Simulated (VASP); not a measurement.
A run of VASP 6.6.1 is set up as follows.

INCAR

```
SYSTEM = Au
PREC     = Accurate       ! precision mode
ENCUT    = 520            ! plane-wave cutoff, eV
EDIFF    = 1E-6           ! SCF threshold, eV
ISMEAR   = 1              ! smearing method
SIGMA    = 0.1            ! smearing width, eV
LREAL    = .False.        ! projectors in reciprocal space
LASPH    = .True.         ! aspherical terms in the spheres
NELM     = 60             ! most SCF steps
ALGO     = Normal         ! electronic algorithm
ISIF     = 2              ! what is computed and relaxed
LWAVE    = .False.        ! write WAVECAR
LCHARG   = .True.         ! write CHGCAR
GGA      = PS             ! functional
LELF     = .True.         ! ELF
LVHAR    = .True.       
NBANDS   = 12             ! bands
```

The input KPOINTS:

```
regular mesh
0
Gamma
  20 20 20
  0 0 0
```

POSCAR

```
Au
1.0
    0.0000000000      2.0417887802      2.0417887802
    2.0417887802      0.0000000000      2.0417887802
    2.0417887802      2.0417887802      0.0000000000
Au
1
Direct
    0.0000000000      0.0000000000      0.0000000000
```

Potentials or basis: VASP PAW PBE potentials, release 64 (Au).

Run with:

```console
$ cat potpaw_PBE.64/Au/POTCAR > POTCAR
$ mpirun -np 1 vasp_std > vasp.out
```

**Question.** Estimate the pressure.

**Answer.** -0.3 GPa.

**Question.** Estimate the band gap on the k mesh.

**Answer.** Zero (an odd number of electrons rules out a gap without spin polarisation).

Caveat: the PAW data sets were made with another functional, which shifts forces and pressure a little; spin-orbit coupling is left out, which moves the levels of the heavy elements.
